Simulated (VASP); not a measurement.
A run of VASP 6.6.1:

The input INCAR:

```
PREC = Accurate
ENCUT = 600
EDIFF = 1E-7
ISMEAR = -1
SIGMA = 0.05
LREAL = False
LASPH = True
NELM = 100
ALGO = Fast
ISIF = 3
LWAVE = False
LCHARG = False
GGA = PS
IVDW = 12
IBRION = 2
NSW = 60
EDIFFG = -0.01
```

The input KPOINTS:

```
regular mesh
0
Gamma
  12 12 12
```

Contents of POSCAR:

```
Zn
1.0
    0.0000000000      1.9647760000      1.9647760000
    1.9647760000      0.0000000000      1.9647760000
    1.9647760000      1.9647760000      0.0000000000
Zn
1
Direct
    0.0000000000      0.0000000000      0.0000000000
```

Potentials or basis: VASP PAW PBE potentials, release 64 (Zn).

The run is started by

```bash
$ cat potpaw_PBE.64/Zn/POTCAR > POTCAR
$ mpirun -np 1 vasp_std > vasp.out
```

Hardware: 1 thread of Intel Xeon 8259CL, on a shared host.

**Question.** Estimate the wall time of this run.

**Answer.** Run time: 42 s on 1 thread of Intel Xeon 8259CL, on a shared host, peak memory 0.16 GiB. Counts: scf iterations 29, k points 72, ion steps 3.
